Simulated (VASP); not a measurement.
# SnSe: single point with PBE+D3(BJ)

The system is SnSe.

```
Sn Se
1.0
    11.18687    0.00000    0.00000
     0.00000    4.10447    0.00000
     0.00000    0.00000    4.36895
Sn Se
4 4
Direct
  0.87700 0.75000 0.90900
  0.62300 0.25000 0.40900
  0.37700 0.75000 0.59100
  0.12300 0.25000 0.09100
  0.64300 0.75000 0.98400
  0.85700 0.25000 0.48400
  0.14300 0.75000 0.51600
  0.35700 0.25000 0.01600
```

```
Program             : VASP 6.6.1
Task                : single point
Functional          : PBE
Dispersion          : D3(BJ)
Potentials or basis : VASP PAW PBE potentials, release 64 (Sn_d, Se)
Cutoff              : 520 eV
k mesh              : 3 × 6 × 6
Occupations         : fermi-dirac, width 0.05 eV
Spin                : no spin polarisation
```

The pressure is 4.0 GPa and the largest force is 0.735 eV/Å. The band gap on the k mesh is 0.53 eV (least direct gap 0.72 eV). The dispersion energy per atom is -0.386 eV.

Forces in eV/Å, atoms in the order of the input:
```
Sn   0.715  0.000  0.171
Sn  -0.715  0.000  0.171
Sn   0.715  0.000 -0.171
Sn  -0.715  0.000 -0.171
Se  -0.550  0.000 -0.133
Se   0.550  0.000 -0.133
Se  -0.550  0.000  0.133
Se   0.550  0.000  0.133
```

Stress tensor (GPa, compression positive):
```
6.41 0.00 0.00
0.00 2.96 0.00
0.00 0.00 2.65
```

Levels at points of the mesh, in eV from the valence-band top:
| k point | band 36 | band 37 | band 38 | band 39 | band 40 | band 41 | band 42 | band 43 | band 44 | band 45 |
| --- | --- | --- | --- | --- | --- | --- | --- | --- | --- | --- |
| (0.00, 0.00, 0.00) | -2.09 | -1.78 | -1.28 | -0.90 | -0.65 | 0.66 | 2.84 | 2.86 | 2.96 | 3.31 |
| (0.00, 0.50, 0.00) | -1.97 | -1.14 | -1.14 | -0.82 | -0.82 | 0.76 | 0.76 | 1.51 | 1.51 | 1.51 |
| (0.00, 0.00, 0.50) | -1.70 | -0.90 | -0.90 | -0.34 | -0.34 | 1.23 | 1.23 | 1.47 | 1.47 | 1.75 |
| (0.00, 0.50, 0.50) | -3.54 | -2.50 | -2.50 | -1.70 | -1.70 | 2.88 | 2.88 | 3.15 | 3.15 | 4.79 |

Wall time 8.6 min on 1 thread of Intel Xeon 8259CL (shared host), peak memory 0.43 GiB.

Caveat: the cell stands under pressure; spin-orbit coupling is left out, which moves the levels of the heavy elements; an odd mesh through Γ misses points on the zone boundary, where band edges can lie.
